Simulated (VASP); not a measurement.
# TiGe4Mo (F222) in VASP: notebook

Runs on TiGe4Mo. Level: PBE. Tasks: relaxation of cell and atoms, single point.

Program: VASP 6.6.1. These are calculated values, not measurements. Logs are shortened: lines on timing, memory, paths and dates and some standing lists are left out, and cuts for length are marked.

### Step 1. The cell of the first run

The structure is orthorhombic, space group F222 (No. 22). The conventional cell has a = 5.270 Å, b = 9.039 Å, c = 9.187 Å, α = 90.00°, β = 90.00°, γ = 90.00°. Ti (site symmetry 222) has 10 Ge at 2.75 to 3.04 Å and 4 Mo at 3.48 Å within 3.6 Å. Within 3.6 Å of Ge (site symmetry 2) lie 2 Ti at 2.75 Å and 9 Ge at 2.76 to 3.48 Å and 3 Mo at 3.01 to 3.04 Å. Within 3.6 Å of Ge (site symmetry 2) lie 2 Mo at 2.75 Å and 9 Ge at 2.76 to 3.48 Å and 3 Ti at 3.01 to 3.04 Å. Mo (site symmetry 222) has 10 Ge at 2.75 to 3.04 Å and 4 Ti at 3.48 Å within 3.6 Å.

### Step 2. Relaxation of cell and atoms, PBE

File INCAR:

```
SYSTEM = TiGe4Mo
PREC     = Accurate       ! precision mode
ENCUT    = 600            ! plane-wave cutoff, eV
EDIFF    = 1E-7           ! SCF threshold, eV
ISMEAR   = 0              ! smearing method
SIGMA    = 0.1            ! smearing width, eV
LREAL    = .False.        ! projectors in reciprocal space
LASPH    = .True.         ! aspherical terms in the spheres
NELM     = 80             ! most SCF steps
ALGO     = Normal         ! electronic algorithm
ISIF     = 3              ! what is computed and relaxed
LWAVE    = .False.        ! write WAVECAR
LCHARG   = .False.        ! write CHGCAR
GGA      = PE             ! functional
IBRION   = 2              ! ionic algorithm
NSW      = 90             ! ionic steps
EDIFFG   = -0.04          ! ionic threshold
```

File KPOINTS:

```
Automatic mesh
0
Gamma
  4 4 4
  0 0 0
```

File POSCAR:

```
TiGe4Mo
1.0
    0.0000000000      4.5192935100      4.5933628600
    2.6348668600      0.0000000000      4.5933628600
    2.6348668600      4.5192935100      0.0000000000
Ti Ge Mo
1 4 1
Direct
    0.5000000000      0.5000000000      0.5000000000
    0.0826279600      0.4173720400      0.0826279600
    0.1673720400      0.8326279600      0.1673720400
    0.8326279600      0.1673720400      0.8326279600
    0.4173720400      0.0826279600      0.4173720400
    0.7500000000      0.7500000000      0.7500000000
```

Potentials or basis: VASP PAW PBE potentials, release 64 (Ti_sv, Ge_d, Mo_sv).

Run with:

```console
$ cat potpaw_PBE.64/Ti_sv/POTCAR potpaw_PBE.64/Ge_d/POTCAR potpaw_PBE.64/Mo_sv/POTCAR > POTCAR
$ mpirun -np 1 vasp_std > vasp.out
```

OUTCAR:

```text
SYSTEM = TiGe4Mo
   PREC = Accurate
   ENCUT = 600
   EDIFF = 1E-7
   ISMEAR = 0
   LREAL = .False.
   LASPH = .True.
   NELM = 80
   ISIF = 3
   GGA = PE
   IBRION = 2
   NSW = 90
   EDIFFG = -0.04

 ion  position               nearest neighbor table
   1  0.500  0.500  0.500-   2 2.75   5 2.75   2 2.75   5 2.75
   2  0.083  0.417  0.083-   1 2.75   1 2.75   3 2.76   3 2.76   6 3.01   6 3.04   6 3.04
   3  0.167  0.833  0.167-   6 2.75   6 2.75   2 2.76   2 2.76
   4  0.833  0.167  0.833-   6 2.75   6 2.75   5 2.76   5 2.76
   5  0.417  0.083  0.417-   1 2.75   1 2.75   4 2.76   4 2.76   6 3.01   6 3.04   6 3.04
   6  0.750  0.750  0.750-   4 2.75   3 2.75   3 2.75   4 2.75   5 3.01   2 3.01   5 3.04   5 3.04
                             2 3.04   2 3.04

  LATTYP: Found a face centered orthorhombic cell.
 ALAT       =     5.2697337200
 B/A-ratio  =     1.7151885655
 C/A-ratio  =     1.7432997962

  Lattice vectors:

 A1 = (   0.0000000000,   4.5192935100,   4.5933628600)
 A2 = (   2.6348668600,   0.0000000000,   4.5933628600)
 A3 = (   2.6348668600,   4.5192935100,   0.0000000000)

Analysis of symmetry for initial positions (statically):
=====================================================================
 Subroutine PRICEL returns:
 Original cell was already a primitive cell.

 Routine SETGRP: Setting up the symmetry group for a
 face centered orthorhombic supercell.

 Subroutine GETGRP returns: Found  4 space group operations
 (whereof  4 operations were pure point group operations)
 out of a pool of  8 trial point group operations.

The static configuration has the point symmetry D_2 .

Analysis of symmetry for dynamics (positions and initial velocities):
=====================================================================
 Subroutine PRICEL returns:
 Original cell was already a primitive cell.

 Routine SETGRP: Setting up the symmetry group for a
 face centered orthorhombic supercell.

 Subroutine GETGRP returns: Found  4 space group operations
 (whereof  4 operations were pure point group operations)
 out of a pool of  8 trial point group operations.

The dynamic configuration has the point symmetry D_2 .

 Subroutine INISYM returns: Found  4 space group operations
 (whereof  4 operations are pure point group operations),
 and found     1 'primitive' translations

----------------------------------------------------------------------------------------

                                     Primitive cell

  volume of cell :     109.3931

  direct lattice vectors                    reciprocal lattice vectors
[... 108 lines left out ...]
     AMIX_MAG =   1.60;   BMIX_MAG =  1.00
  volume/ion in A,a.u.               =      18.23       123.04
  Fermi-wavevector in a.u.,A,eV,Ry     =   1.487132  2.810272 30.090114  2.211561
  Thomas-Fermi vector in A             =   2.600331
   LORBIT       =      0    0 simple, 1 ext, 2 COOP (PROOUT), +10 PAW based schemes
   GGA     = PE    functional components
   LHFCALC =     F    Hartree Fock is set to
   AEXX    =    0.0000 exact exchange contribution
   IVDW    =     0    specifies the selected vdW correction
   LEPSILON=     F    determine dielectric tensor
   LRPA    =     F    only Hartree local field effects (RPA)
 conjugate gradient relaxation of ions
 non-spin polarized calculation
 Gauss-broadening in eV      SIGMA  =   0.10
  energy-cutoff  :      600.00
  volume of cell :      109.39
 maximum number of plane-waves:      3672
 NGX is ok and might be reduce to    54
   NGX = 25   NGY = 21   NGZ = 21

--------------------------------------- Ionic step        1  -------------------------------------------

 number of electron      82.0000016 magnetization

 Free energy of the ion-electron system (eV)
  ---------------------------------------------------
  ext. energy  EPLUGINS =         0.00000000
  ---------------------------------------------------
  free energy    TOTEN  =       -37.50504644 eV

  energy without entropy =      -37.47923082  energy(sigma->0) =      -37.49213863

------------------------ aborting loop because EDIFF is reached ----------------------------------------

  FORCE on cell =-STRESS in cart. coord.  units (eV):
  Direction    XX          YY          ZZ          XY          YZ          ZX
  --------------------------------------------------------------------------------------
  -------------------------------------------------------------------------------------
  Total       -9.1139357     -7.5386288    -10.8241069      0.0000000      0.0000000      0.0000000
  in kB     -133.4831882   -110.4111593   -158.5304464      0.0000000      0.0000000      0.0000000
  external PRESSURE =    -134.1415980 kB  Pullay stress =       0.0000000 kB
[... 27 lines left out ...]
--------------------------------------- Ionic step        2  -------------------------------------------

 number of electron      82.0000006 magnetization

 E-fermi :  10.7524     XC(G=0): -12.8150

 val. band max:       10.7476293315   @ k =   0.0000   0.5000   0.5000
 cond. band min:      10.7677487967   @ k =  -0.2500   0.0000   0.2500
 fundamental gap:      0.0201194652
 Fermi energy:        10.7523763399

 k-point     1 :       0.0000    0.0000    0.0000
  band No.  band energies     occupation
      1     -50.2478      2.00000
      2     -46.0302      2.00000
      3     -24.5091      2.00000
      4     -24.3964      2.00000
      5     -24.3879      2.00000
      6     -22.4017      2.00000
[... 998 lines left out ...]
  FREE ENERGIE OF THE ION-ELECTRON SYSTEM (eV)
  ---------------------------------------------------
  free  energy   TOTEN  =       -38.1842298972 eV

  energy  without entropy=      -38.1631013067  energy(sigma->0) =      -38.17366560

[... ionic steps 4 to 9 ...]

--------------------------------------- Ionic step       10  -------------------------------------------

 number of electron      82.0000009 magnetization

------------------------ aborting loop because EDIFF is reached ----------------------------------------
[... 75 lines left out ...]
--------------------------------------- Ionic step       12  -------------------------------------------

 number of electron      82.0000008 magnetization

 Free energy of the ion-electron system (eV)
  ---------------------------------------------------
  ext. energy  EPLUGINS =         0.00000000
  ---------------------------------------------------
  free energy    TOTEN  =       -38.22378325 eV

  energy without entropy =      -38.20413725  energy(sigma->0) =      -38.21396025

 E-fermi :   9.5749     XC(G=0): -12.3567

 val. band max:        9.5587270723   @ k =  -0.2500   0.2500   0.2500
 cond. band min:       9.5945554130   @ k =   0.5000   0.0000   0.0000
 fundamental gap:      0.0358283407
 Fermi energy:         9.5748655157

 k-point     1 :       0.0000    0.0000    0.0000
  band No.  band energies     occupation
      1     -51.4410      2.00000
      2     -47.4015      2.00000
      3     -25.6285      2.00000
      4     -25.5553      2.00000
      5     -25.5212      2.00000
      6     -23.7594      2.00000
[... 958 lines left out ...]
  FREE ENERGIE OF THE ION-ELECTRON SYSTEM (eV)
  ---------------------------------------------------
  free  energy   TOTEN  =       -38.2237832489 eV

  energy  without entropy=      -38.2041372456  energy(sigma->0) =      -38.21396025

 reached required accuracy - stopping structural energy minimisation
```

It took 20 min on 1 thread of AMD EPYC 9R45 (Zen 5), shared host; peak memory 0.35 GiB.

What came out:

```yaml
Free_energy: -38.2238 eV
Relaxed_volume: 15.78 Å³/atom
Relaxed_cell: a = 6.197 Å, b = 5.055 Å, c = 5.000 Å, α = 76.09°, β = 52.36°, γ = 51.56°
Space_group_after_relaxing_to_0.1_Å: F222 (No. 22)
Energy_gained_by_relaxing: 119.8 meV/atom
Ionic_steps: 12
Pressure_after_relaxing: 0.2 GPa
Largest_force_after_relaxing: 0.037 eV/Å
Band_gap_on_the_k_mesh: zero (bands 41 and 42 overlap by 0.28 eV)
```

Forces in eV/Å, atoms in the order of the input:
```
Ti   0.000  0.000  0.000
Ge   0.000  0.037  0.000
Ge   0.000  0.024  0.000
Ge   0.000 -0.024  0.000
Ge   0.000 -0.037  0.000
Mo   0.000  0.000  0.000
```

Step by step:
```csv
step,energy change (eV),largest force (eV/Å),pressure (GPa),volume (Å³)
1,0.0000,0.1297,-13.41,109.39
2,-0.2654,0.4349,16.08,86.94
3,-0.6792,0.3045,-0.37,95.71
4,-0.6793,0.3081,0.00,95.45
5,-0.6989,0.2461,0.12,95.00
6,-0.7056,0.1808,0.35,94.54
7,-0.7110,0.1068,-0.31,94.98
8,-0.7119,0.0772,-0.77,95.27
9,-0.7150,0.0546,-0.38,94.98
10,-0.7161,0.0449,0.15,94.64
11,-0.7177,0.0365,0.19,94.65
12,-0.7187,0.0370,0.22,94.66
```

Final structure:
```xyz
6
Lattice="0.0000 4.3500 4.4133 2.4655 0.0000 4.4133 2.4655 4.3500 0.0000" Properties=species:S:1:pos:R:3 pbc="T T T"
Ti    2.4655    4.3500    4.4133
Ge    1.2327    0.7491    2.2067
Ge    2.4655    1.3801    4.4133
Ge    2.4655    7.3199    4.4133
Ge    1.2327    3.6010    2.2067
Mo    3.6982    6.5250    6.6200
```

Caveat: the k points lie up to 0.41 Å⁻¹ apart in the final cell.

### Step 3. Single point, PBE, collinear spin

This run uses another cell than the first one, of 15.78 Å³/atom.

File INCAR:

```
SYSTEM = TiGe4Mo
  PREC = Accurate
  ENCUT = 520
  EDIFF = 1E-6
  ISMEAR = 0
  SIGMA = 0.1
  LREAL = .FALSE.
  LASPH = .TRUE.
  NELM = 150
  ALGO = Normal
  ISIF = 2
  LWAVE = .FALSE.
  LCHARG = .FALSE.
  ISPIN = 2
  MAGMOM = 1 0 0 0 0 1
  LORBIT = 11
  LMAXMIX = 4
  GGA = PE
  NBANDS = 54
```

File KPOINTS:

```
regular mesh
0
G
  4 4 4
  0 0 0
```

File POSCAR:

```
TiGe4Mo
1.0
    0.0000000000      4.3520889051      4.4168989623
    2.4624285865      0.0000000000      4.4168989623
    2.4624285865      4.3520889051      0.0000000000
Ti Ge Mo
1 4 1
Direct
    0.5000000000      0.5000000000      0.5000000000
    0.0865010562      0.4134989438      0.0865010562
    0.1586789515      0.8413210485      0.1586789515
    0.8413210485      0.1586789515      0.8413210485
    0.4134989438      0.0865010562      0.4134989438
    0.7500000000      0.7500000000      0.7500000000
```

Potentials or basis: VASP PAW PBE potentials, release 64 (Ti_sv, Ge_d, Mo_sv).

Run with:

```console
$ cat potpaw_PBE.64/Ti_sv/POTCAR potpaw_PBE.64/Ge_d/POTCAR potpaw_PBE.64/Mo_sv/POTCAR > POTCAR
$ mpirun -np 1 vasp_std > vasp.out
```

OUTCAR:

```text
SYSTEM = TiGe4Mo
   PREC = Accurate
   ENCUT = 520
   EDIFF = 1E-6
   ISMEAR = 0
   LREAL = .FALSE.
   LASPH = .TRUE.
   NELM = 150
   ISIF = 2
   ISPIN = 2
   LORBIT = 11
   GGA = PE

 ion  position               nearest neighbor table
   1  0.500  0.500  0.500-   2 2.64   5 2.64   2 2.64   5 2.64   3 2.82   3 2.82   4 2.82   4 2.82

   2  0.087  0.413  0.087-   3 2.61   3 2.61   1 2.64   1 2.64   6 2.84   6 2.84   5 2.85   5 2.89
                             5 2.89   6 2.93
   3  0.159  0.841  0.159-   2 2.61   2 2.61   6 2.65   6 2.65   4 2.76   1 2.82   1 2.82
   4  0.841  0.159  0.841-   5 2.61   5 2.61   6 2.65   6 2.65   3 2.76   1 2.82   1 2.82
   5  0.413  0.087  0.413-   4 2.61   4 2.61   1 2.64   1 2.64   6 2.84   6 2.84   2 2.85   2 2.89
                             2 2.89   6 2.93
   6  0.750  0.750  0.750-   4 2.65   4 2.65   3 2.65   3 2.65   5 2.84   5 2.84   2 2.84   2 2.84
                             5 2.93   2 2.93

  LATTYP: Found a face centered orthorhombic cell.
 ALAT       =     4.9248571730
 B/A-ratio  =     1.7673970035
 C/A-ratio  =     1.7937165717

  Lattice vectors:

 A1 = (   0.0000000000,   4.3520889051,   4.4168989623)
 A2 = (   2.4624285865,   0.0000000000,   4.4168989623)
 A3 = (   2.4624285865,   4.3520889051,   0.0000000000)

Analysis of symmetry for initial positions (statically):
=====================================================================
 Subroutine PRICEL returns:
 Original cell was already a primitive cell.

 Routine SETGRP: Setting up the symmetry group for a
 face centered orthorhombic supercell.

 Subroutine GETGRP returns: Found  4 space group operations
 (whereof  4 operations were pure point group operations)
 out of a pool of  8 trial point group operations.

The static configuration has the point symmetry D_2 .

Analysis of symmetry for dynamics (positions and initial velocities):
=====================================================================
 Subroutine PRICEL returns:
 Original cell was already a primitive cell.

 Routine SETGRP: Setting up the symmetry group for a
[... 184 lines left out ...]
      2     -47.4024      1.00000
      3     -25.6294      1.00000
      4     -25.5556      1.00000
      5     -25.5222      1.00000
      6     -23.7612      1.00000
[... 997 lines left out ...]
     52      14.2997      0.00000
     53      15.9421      0.00000
 Fermi energy:         9.5714033043

 spin component 2

 k-point     1 :       0.0000    0.0000    0.0000
  band No.  band energies     occupation
      1     -51.4425      1.00000
      2     -47.4023      1.00000
      3     -25.6294      1.00000
      4     -25.5555      1.00000
      5     -25.5221      1.00000
      6     -23.7610      1.00000
[... 997 lines left out ...]
     52      14.2997      0.00000
     53      15.9421      0.00000
 [bands above 53 left out]

------------------------ aborting loop because EDIFF is reached ----------------------------------------

  FORCE on cell =-STRESS in cart. coord.  units (eV):
  Direction    XX          YY          ZZ          XY          YZ          ZX
  --------------------------------------------------------------------------------------
  -------------------------------------------------------------------------------------
  Total        0.2124516      0.0378865      0.1275303      0.0000000      0.0000000      0.0000000
  in kB        3.5955203      0.6411900      2.1583167      0.0000000      0.0000000      0.0000000
  external PRESSURE =       2.1316757 kB  Pullay stress =       0.0000000 kB

 VOLUME and BASIS-vectors are now :
 -----------------------------------------------------------------------------
  energy-cutoff  :      520.00
  volume of cell :       94.67
      direct lattice vectors                 reciprocal lattice vectors
     0.000000000  4.352088905  4.416898962    -0.203051574  0.114887359  0.113201593
     2.462428587  0.000000000  4.416898962     0.203051574 -0.114887359  0.113201593
     2.462428587  4.352088905  0.000000000     0.203051574  0.114887359 -0.113201593

 POSITION                                       TOTAL-FORCE (eV/Angst)
 -----------------------------------------------------------------------------------
      2.46243      4.35209      4.41690         0.000000      0.000000     -0.000000
      1.23121      0.75292      2.20845        -0.000000      0.017670     -0.000000
      2.46243      1.38117      4.41690         0.000000      0.003979      0.000000
      2.46243      7.32301      4.41690         0.000000     -0.003979      0.000000
      1.23121      3.59917      2.20845        -0.000000     -0.017670     -0.000000
      3.69364      6.52813      6.62535         0.000000      0.000000     -0.000000
 -----------------------------------------------------------------------------------
    total drift:                               -0.000004      0.000002     -0.000001

  FREE ENERGIE OF THE ION-ELECTRON SYSTEM (eV)
  ---------------------------------------------------
  free  energy   TOTEN  =       -38.2174612002 eV

  energy  without entropy=      -38.1982459570  energy(sigma->0) =      -38.20785358

 total charge

# of ion       s       p       d       tot
------------------------------------------
    1        2.149   6.117   2.020  10.285
    2        1.148   1.186  10.068  12.402
    3        1.134   1.201  10.071  12.406
    4        1.134   1.201  10.071  12.406
    5        1.148   1.186  10.068  12.402
    6        2.234   6.135   4.020  12.389
--------------------------------------------------
tot          8.947  17.027  46.317  72.291

 magnetization (x)

# of ion       s       p       d       tot
------------------------------------------
    1        0.000   0.000   0.000   0.000
    2       -0.000  -0.000   0.000  -0.000
    3       -0.000  -0.000   0.000  -0.000
    4       -0.000  -0.000   0.000  -0.000
    5       -0.000  -0.000   0.000  -0.000
    6        0.000   0.000   0.000   0.000
--------------------------------------------------
tot          0.000  -0.000   0.000   0.000
```

Wall time 3.1 min (1 thread of AMD EPYC 9R45 (Zen 5), shared host); peak memory 0.37 GiB.

Results:

```
Free energy                                           : -38.2175 eV
Pressure                                              : 0.2 GPa
Largest force                                         : 0.018 eV/Å
Band gap on the k mesh                                : zero (filled and empty bands overlap)
Net moment                                            : 0.00 μB per cell
Valence electrons inside the program's atomic spheres : Ti 10.29; Ge 12.40, 12.41 (each value once); Mo 12.39
```

Forces in eV/Å, atoms in the order of the input:
```
Ti   0.000  0.000  0.000
Ge   0.000  0.018  0.000
Ge   0.000  0.004  0.000
Ge   0.000 -0.004  0.000
Ge   0.000 -0.018  0.000
Mo   0.000  0.000  0.000
```

Stress tensor (GPa, compression positive):
```
0.36 0.00 0.00
0.00 0.06 0.00
0.00 0.00 0.22
```

Levels at points of the mesh, in eV from the Fermi level:
Spin up:
```csv
k point,band 38,band 39,band 40,band 41,band 42,band 43,band 44,band 45
"(0.00, 0.00, 0.00)",-2.62,-2.42,-1.86,-1.63,0.83,1.59,2.10,2.47
"(0.50, 0.00, 0.00)",-2.08,-0.87,-0.63,0.02,0.43,0.81,1.29,1.56
"(0.50, 0.50, 0.00)",-1.92,-1.68,-1.42,-0.22,0.02,2.21,2.29,2.34
"(0.50, 0.00, 0.50)",-2.78,-2.06,-1.72,-0.09,0.54,1.59,2.03,2.23
"(0.00, 0.50, 0.50)",-1.57,-1.39,-1.06,-0.31,-0.09,1.17,1.25,1.63
```
Spin down:
```csv
k point,band 37,band 38,band 39,band 40,band 41,band 42,band 43,band 44,band 45,band 46
"(0.00, 0.00, 0.00)",-2.84,-2.62,-2.42,-1.86,-1.63,0.83,1.59,2.10,2.47,2.77
"(0.50, 0.00, 0.00)",-2.82,-2.08,-0.87,-0.63,0.02,0.43,0.81,1.29,1.56,1.69
"(0.50, 0.50, 0.00)",-2.65,-1.92,-1.68,-1.42,-0.22,0.02,2.21,2.29,2.34,2.35
"(0.50, 0.00, 0.50)",-3.02,-2.78,-2.06,-1.72,-0.09,0.54,1.59,2.03,2.23,2.36
"(0.00, 0.50, 0.50)",-2.12,-1.57,-1.39,-1.06,-0.31,-0.09,1.17,1.25,1.63,1.77
```

Caveat: the k points lie up to 0.41 Å⁻¹ apart.

The gap in the log of VASP goes by the Fermi energy; the results here count the filled bands.